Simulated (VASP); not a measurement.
Input of a VASP 6.6.1 run:

The input POSCAR:

```
YW3
1.0
    6.0200761476      0.0000000000      0.0000000000
   -3.0100380738      5.2135388766      0.0000000000
    0.0000000000      0.0000000000      4.8320399600
Y W
2 6
Direct
    0.3333333333      0.6666666667      0.2500000000
    0.6666666667      0.3333333333      0.7500000000
    0.8330000000      0.6660000000      0.2500000000
    0.1670000000      0.8330000000      0.7500000000
    0.3340000000      0.1670000000      0.2500000000
    0.1670000000      0.3340000000      0.7500000000
    0.8330000000      0.1670000000      0.2500000000
    0.6660000000      0.8330000000      0.7500000000
```

Contents of INCAR.step1:

```
SYSTEM = YW3
  PREC = Accurate
  ENCUT = 520
  ISMEAR = 0
  SIGMA = 0.1
  LREAL = .FALSE.
  LASPH = .TRUE.
  NELM = 100
  NBANDS = 63
  GGA = PE
  ALGO = Normal
  EDIFF = 1E-4
  LWAVE = .TRUE.
  LCHARG = .FALSE.
```

Contents of INCAR.step2:

```
SYSTEM = YW3
  PREC = Accurate
  ENCUT = 520
  EDIFF = 1E-6
  ISMEAR = 0
  SIGMA = 0.1
  LREAL = .FALSE.
  LASPH = .TRUE.
  NELM = 100
  ALGO = Normal
  ISIF = 2
  LWAVE = .FALSE.
  LCHARG = .FALSE.
  METAGGA = R2SCAN
  LMIXTAU = .TRUE.
  NBANDS = 63
  ISTART = 1
```

KPOINTS

```
regular mesh
0
G
  6 6 4
  0 0 0
```

Potentials or basis: VASP PAW PBE potentials, release 64 (Y_sv, W_sv).

The run is started by

```console
$ cat potpaw_PBE.64/Y_sv/POTCAR potpaw_PBE.64/W_sv/POTCAR > POTCAR
$ cp INCAR.step1 INCAR
$ mpirun -np 1 vasp_std > vasp.out
$ cp INCAR.step2 INCAR
$ mpirun -np 1 vasp_std > vasp.out
```

Problem. What does it give for the pressure?

Solution. -4.8 GPa.

Problem. Predict the largest force.

Solution. 1.653 eV/Å.

Problem. What does it give for the band gap on the k mesh?

Solution. Zero (bands 53 and 54 overlap by 1.63 eV).

Forces on the atoms (eV/Å):
```
Y    0.000  0.000  0.000
Y    0.000  0.000  0.000
W    0.000  1.653  0.000
W   -1.432  0.827  0.000
W   -1.432 -0.827  0.000
W    0.000 -1.653  0.000
W    1.432 -0.827  0.000
W    1.432  0.827  0.000
```

Caveat: the cell stands under tension; the PAW data sets were made with another functional, which shifts forces and pressure a little; spin-orbit coupling is left out, which moves the levels of the heavy elements.
